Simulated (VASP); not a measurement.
# CaH (Fm-3m) in VASP: relaxation of cell and atoms with PBE

Aim: the relaxation of cell and atoms of CaH with PBE.

Everything below comes from runs of VASP 6.6.1. Logs are shortened: lines on timing, memory, paths and dates and some standing lists are left out, and cuts for length are marked.

## Step 1: The cell of the first run

The structure is cubic, space group Fm-3m (No. 225). Conventional cell: a = 5.183 Å, b = 5.183 Å, c = 5.183 Å, α = 90.00°, β = 90.00°, γ = 90.00°. Within 3.4 Å of Ca (site symmetry m-3m) lie 6 H at 2.59 Å. Within 3.4 Å of H (site symmetry m-3m) lie 6 Ca at 2.59 Å.

## Step 2: Relaxation of cell and atoms, PBE

Input file INCAR:

```
SYSTEM = CaH
PREC     = Accurate       ! precision mode
ENCUT    = 600            ! plane-wave cutoff, eV
EDIFF    = 1E-6           ! SCF threshold, eV
ISMEAR   = 0              ! smearing method
SIGMA    = 0.1            ! smearing width, eV
LREAL    = .FALSE.        ! projectors in reciprocal space
LASPH    = .TRUE.         ! aspherical terms in the spheres
NELM     = 60             ! most SCF steps
ALGO     = Normal         ! electronic algorithm
ISIF     = 3              ! what is computed and relaxed
LWAVE    = .FALSE.        ! write WAVECAR
LCHARG   = .FALSE.        ! write CHGCAR
GGA      = PE             ! functional
IBRION   = 2              ! ionic algorithm
NSW      = 100            ! ionic steps
EDIFFG   = -0.01          ! ionic threshold
```

Input file KPOINTS:

```
regular mesh
0
G
  18 18 18
  0 0 0
```

Input file POSCAR:

```
CaH
1.0
    0.0000000000      2.5916996885      2.5916996885
    2.5916996885      0.0000000000      2.5916996885
    2.5916996885      2.5916996885      0.0000000000
Ca H
1 1
Direct
    0.0000000000      0.0000000000      0.0000000000
    0.5000000000      0.5000000000      0.5000000000
```

Potentials or basis: VASP PAW PBE potentials, release 64 (Ca_sv, H).

On the command line:

```bash
cat potpaw_PBE.64/Ca_sv/POTCAR potpaw_PBE.64/H/POTCAR > POTCAR
mpirun -np 1 vasp_std > vasp.out
```

OUTCAR:

```text
SYSTEM = CaH
   PREC = Accurate
   ENCUT = 600
   EDIFF = 1E-6
   ISMEAR = 0
   LREAL = .FALSE.
   LASPH = .TRUE.
   NELM = 60
   ISIF = 3
   GGA = PE
   IBRION = 2
   NSW = 100
   EDIFFG = -0.01

 ion  position               nearest neighbor table
   1  0.000  0.000  0.000-
   2  0.500  0.500  0.500-

  LATTYP: Found a face centered cubic cell.
 ALAT       =     5.1833993770

  Lattice vectors:

 A1 = (   0.0000000000,   2.5916996885,   2.5916996885)
 A2 = (   2.5916996885,   0.0000000000,   2.5916996885)
 A3 = (   2.5916996885,   2.5916996885,   0.0000000000)

Analysis of symmetry for initial positions (statically):
=====================================================================
 Subroutine PRICEL returns:
 Original cell was already a primitive cell.

 Routine SETGRP: Setting up the symmetry group for a
 face centered cubic supercell.

 Subroutine GETGRP returns: Found 48 space group operations
 (whereof 48 operations were pure point group operations)
 out of a pool of 48 trial point group operations.

The static configuration has the point symmetry O_h .

Analysis of symmetry for dynamics (positions and initial velocities):
=====================================================================
 Subroutine PRICEL returns:
 Original cell was already a primitive cell.

 Routine SETGRP: Setting up the symmetry group for a
 face centered cubic supercell.

 Subroutine GETGRP returns: Found 48 space group operations
 (whereof 48 operations were pure point group operations)
 out of a pool of 48 trial point group operations.

The dynamic configuration has the point symmetry O_h .

 Subroutine INISYM returns: Found 48 space group operations
 (whereof 48 operations are pure point group operations),
 and found     1 'primitive' translations

----------------------------------------------------------------------------------------

                                     Primitive cell

  volume of cell :      34.8164

  direct lattice vectors                    reciprocal lattice vectors
     0.000000000  2.591699688  2.591699688    -0.192923587  0.192923587  0.192923587
     2.591699688  0.000000000  2.591699688     0.192923587 -0.192923587  0.192923587
     2.591699688  2.591699688  0.000000000     0.192923587  0.192923587 -0.192923587

  length of vectors
     3.665216849  3.665216849  3.665216849     0.334153454  0.334153454  0.334153454

  position of ions in fractional coordinates (direct lattice)
     0.000000000  0.000000000  0.000000000
     0.500000000  0.500000000  0.500000000

  ion indices of the primitive-cell ions
   primitive index   ion index
                 1           1
                 2           2

----------------------------------------------------------------------------------------

 KPOINTS: regular mesh

Automatic generation of k-mesh.
 Grid dimensions read from file:
 generate k-points for:   18   18   18

 Generating k-lattice:

  Cartesian coordinates                     Fractional coordinates (reciprocal lattice)
    -0.010717977  0.010717977  0.010717977     0.055555556  0.000000000  0.000000000
     0.010717977 -0.010717977  0.010717977     0.000000000  0.055555556  0.000000000
     0.010717977  0.010717977 -0.010717977     0.000000000  0.000000000  0.055555556

  Length of vectors
     0.018564081  0.018564081  0.018564081

  Shift w.r.t. Gamma in fractional coordinates (k-lattice)
     0.000000000  0.000000000  0.000000000

 Subroutine IBZKPT returns following result:
 ===========================================

 Found    195 irreducible k-points:

 Following reciprocal coordinates:
            Coordinates               Weight
  0.000000  0.000000  0.000000      1.000000
  0.055556  0.000000  0.000000      8.000000
  0.111111  0.000000  0.000000      8.000000
  0.166667  0.000000  0.000000      8.000000
  0.222222  0.000000  0.000000      8.000000
  0.277778  0.000000  0.000000      8.000000
[... 16 lines left out ...]
 -0.277778  0.055556  0.000000     24.000000
 -0.222222  0.055556  0.000000     24.000000
 [... further k-points ...]
   k-points           NKPTS =    195   k-points in BZ     NKDIM =    195   number of bands    NBANDS=      9
   number of dos      NEDOS =    301   number of ions     NIONS =      2
   total plane-waves  NPLWV =  27000
   dimension x,y,z NGX =    30 NGY =   30 NGZ =   30
   dimension x,y,z NGXF=    60 NGYF=   60 NGZF=   60
   ions per type =               1   1
   NGX,Y,Z   is equivalent  to a cutoff of  13.61, 13.61, 13.61 a.u.
   NGXF,Y,Z  is equivalent  to a cutoff of  27.21, 27.21, 27.21 a.u.
 SYSTEM =  CaH
   PREC   = accura    normal or accurate (medium, high low for compatibility)
   ISTART =      0    job   : 0-new  1-cont  2-samecut
   ICHARG =      2    charge: 1-file 2-atom 10-const
   ISPIN  =      1    spin polarized calculation?
   LNONCOLLINEAR =      F non collinear calculations
   LSORBIT =      F    spin-orbit coupling
   LASPH  =      T    aspherical Exc in radial PAW
   ENCUT  =  600.0 eV  44.10 Ry    6.64 a.u.   7.32  7.32  7.32*2*pi/ulx,y,z
   NELM   =     60;   NELMIN=  2; NELMDL= -5     # of ELM steps
   EDIFF  = 0.1E-05   stopping-criterion for ELM
   LREAL  =      F    real-space projection
   EDIFFG = -.1E-01   stopping-criterion for IOM
   NSW    =    100    number of steps for IOM
   IBRION =      2    ionic relax: 0-MD 1-quasi-New 2-CG
   NFREE  =      1    steps in history (QN), initial steepest desc. (CG)
   ISIF   =      3    stress and relaxation
   ISYM   =      2    0-nonsym 1-usesym 2-fastsym
   POTIM  = 0.5000    time-step for ionic-motion
   TEBEG  =    0.0;   TEEND  =   0.0 temperature during run
   PSTRESS=    0.0 pullay stress
   NELECT =      11.0000    total number of electrons
   NUPDOWN=      -1.0000    fix difference up-down
   EMIN   =  10.00;   EMAX   =-10.00  energy-range for DOS
   EFERMI =   0.00;   METHOD = LEGACY
   ISMEAR =     0;   SIGMA  =   0.10  broadening in eV -4-tet -1-fermi 0-gaus
   EFERMI_NEDOS =   21; number of points for ismear=-14 and -15
   IALGO  =     38    algorithm
   IMIX   =      4    mixing-type and parameters
     AMIX     =   0.40;   BMIX     =  1.00
     AMIX_MAG =   1.60;   BMIX_MAG =  1.00
  volume/ion in A,a.u.               =      17.41       117.48
  Fermi-wavevector in a.u.,A,eV,Ry     =   1.115007  2.107058 16.915325  1.243241
  Thomas-Fermi vector in A             =   2.251608
   LORBIT       =      0    0 simple, 1 ext, 2 COOP (PROOUT), +10 PAW based schemes
   GGA     = PE    functional components
   LHFCALC =     F    Hartree Fock is set to
   AEXX    =    0.0000 exact exchange contribution
   IVDW    =     0    specifies the selected vdW correction
   LEPSILON=     F    determine dielectric tensor
   LRPA    =     F    only Hartree local field effects (RPA)
 conjugate gradient relaxation of ions
 non-spin polarized calculation
 Gauss-broadening in eV      SIGMA  =   0.10
  energy-cutoff  :      600.00
  volume of cell :       34.82
 maximum number of plane-waves:      1211
 NGX is ok and might be reduce to    30
   NGX = 15   NGY = 15   NGZ = 15

--------------------------------------- Ionic step        1  -------------------------------------------

 number of electron      11.0000001 magnetization

 Free energy of the ion-electron system (eV)
  ---------------------------------------------------
  ext. energy  EPLUGINS =         0.00000000
  ---------------------------------------------------
  free energy    TOTEN  =        -5.67615896 eV

  energy without entropy =       -5.66957486  energy(sigma->0) =       -5.67286691

------------------------ aborting loop because EDIFF is reached ----------------------------------------

  FORCE on cell =-STRESS in cart. coord.  units (eV):
  Direction    XX          YY          ZZ          XY          YZ          ZX
  --------------------------------------------------------------------------------------
  -------------------------------------------------------------------------------------
  Total       -0.1396721     -0.1396721     -0.1396721     -0.0000000      0.0000000     -0.0000000
  in kB       -6.4274118     -6.4274118     -6.4274118     -0.0000000      0.0000000     -0.0000000
  external PRESSURE =      -6.4274118 kB  Pullay stress =       0.0000000 kB

 VOLUME and BASIS-vectors are now :
 -----------------------------------------------------------------------------
  energy-cutoff  :      600.00
  volume of cell :       34.82
      direct lattice vectors                 reciprocal lattice vectors
     0.000000000  2.591699688  2.591699688    -0.192923587  0.192923587  0.192923587
     2.591699688  0.000000000  2.591699688     0.192923587 -0.192923587  0.192923587
     2.591699688  2.591699688  0.000000000     0.192923587  0.192923587 -0.192923587
[... 37 lines left out ...]
 POSITION                                       TOTAL-FORCE (eV/Angst)
 -----------------------------------------------------------------------------------
      2.58297      2.58297      5.16594         0.000000     -0.000000     -0.000000
      2.58297      2.58297      2.58297         0.000000      0.000000      0.000000
 -----------------------------------------------------------------------------------
    total drift:                                0.000000      0.000000      0.000000

  FREE ENERGIE OF THE ION-ELECTRON SYSTEM (eV)
  ---------------------------------------------------
  free  energy   TOTEN  =        -5.6772166079 eV

  energy  without entropy=       -5.6705799256  energy(sigma->0) =       -5.67389827

--------------------------------------- Ionic step        3  -------------------------------------------

 number of electron      11.0000000 magnetization

 Free energy of the ion-electron system (eV)
  ---------------------------------------------------
  ext. energy  EPLUGINS =         0.00000000
  ---------------------------------------------------
  free energy    TOTEN  =        -5.67754429 eV

  energy without entropy =       -5.67085018  energy(sigma->0) =       -5.67419723

 E-fermi :   3.5910     XC(G=0):  -8.8743

 val. band max:        3.5819083160   @ k =  -0.3333   0.3889   0.1111
 cond. band min:       3.6029779746   @ k =  -0.2778   0.3889   0.1667
 fundamental gap:      0.0210696587
 Fermi energy:         3.5909887740

 k-point     1 :       0.0000    0.0000    0.0000
  band No.  band energies     occupation
      1     -38.0407      2.00000
      2     -18.9277      2.00000
      3     -18.9277      2.00000
      4     -18.9277      2.00000
      5      -3.4769      2.00000
      6       5.9597      0.00000
      7       5.9597      0.00000
      8       5.9597      0.00000
      9       7.3342      0.00000

 k-point     2 :       0.0556    0.0000    0.0000
  band No.  band energies     occupation
      1     -38.0396      2.00000
      2     -18.9376      2.00000
      3     -18.9288      2.00000
      4     -18.9288      2.00000
      5      -3.4222      2.00000
      6       5.8763      0.00000
      7       5.9854      0.00000
      8       5.9854      0.00000
      9       7.2972      0.00000
[... 253 lines left out ...]
 k-point    24 :      -0.2222    0.0556    0.0000
  band No.  band energies     occupation
      1     -38.0222      2.00000
      2     -19.0817      2.00000
      3     -18.9561      2.00000
      4     -18.9427      2.00000
      5      -2.4872      2.00000
      6       4.4057      0.00000
      7       5.8199      0.00000
      8       6.1074      0.00000
      9       7.0338      0.00000

 [... further k-points ...]
[... 5 lines left out ...]
  --------------------------------------------------------------------------------------
  -------------------------------------------------------------------------------------
  Total       -0.0057346     -0.0057346     -0.0057346     -0.0000000     -0.0000000     -0.0000000
  in kB       -0.2689254     -0.2689254     -0.2689254     -0.0000000     -0.0000000     -0.0000000
  external PRESSURE =      -0.2689254 kB  Pullay stress =       0.0000000 kB

 VOLUME and BASIS-vectors are now :
 -----------------------------------------------------------------------------
  energy-cutoff  :      600.00
  volume of cell :       34.17
      direct lattice vectors                 reciprocal lattice vectors
    -0.000000000  2.575434424  2.575434424    -0.194142004  0.194142004  0.194142004
     2.575434424  0.000000000  2.575434424     0.194142004 -0.194142004  0.194142004
     2.575434424  2.575434424 -0.000000000     0.194142004  0.194142004 -0.194142004

 POSITION                                       TOTAL-FORCE (eV/Angst)
 -----------------------------------------------------------------------------------
      0.00000      0.00000     -0.00000         0.000000      0.000000      0.000000
      2.57543      2.57543      2.57543         0.000000     -0.000000     -0.000000
 -----------------------------------------------------------------------------------
    total drift:                               -0.000000      0.000000      0.000000

  FREE ENERGIE OF THE ION-ELECTRON SYSTEM (eV)
  ---------------------------------------------------
  free  energy   TOTEN  =        -5.6775442902 eV

  energy  without entropy=       -5.6708501760  energy(sigma->0) =       -5.67419723

 reached required accuracy - stopping structural energy minimisation
```

Run time: 2.3 min. Hardware: 1 thread of AMD EPYC 9R14 (Zen 4), shared host; peak memory 0.22 GiB.

What came out:

| Item | Value |
| --- | --- |
| Free energy | -5.6775 eV |
| Relaxed volume | 17.08 Å³/atom |
| Relaxed cell | a = 3.642 Å, b = 3.642 Å, c = 3.642 Å, α = 60.00°, β = 60.00°, γ = 60.00° |
| Space group after relaxing (to 0.1 Å) | Fm-3m (No. 225) |
| Energy gained by relaxing | 0.7 meV/atom |
| Ionic steps | 3 |
| Pressure after relaxing | 0.0 GPa |
| Band gap on the k mesh | zero (an odd number of electrons rules out a gap without spin polarisation) |

Step by step:
```
step  energy change (eV)  largest force (eV/Å)  pressure (GPa)  volume (Å³)
   1              0.0000                0.0000           -0.64        34.82
   2             -0.0011                0.0000           -0.32        34.47
   3             -0.0014                0.0000           -0.03        34.17
```

Final structure:
```yaml
crystal:
  lattice:
    - [0.00000, 2.57543, 2.57543]
    - [2.57543, 0.00000, 2.57543]
    - [2.57543, 2.57543, 0.00000]
  atoms:
    - { symbol: Ca, position: [0.00000, 0.00000, 0.00000] }
    - { symbol: H, position: [0.50000, 0.50000, 0.50000] }
```

The gap in the log of VASP goes by the Fermi energy; the results here count the filled bands.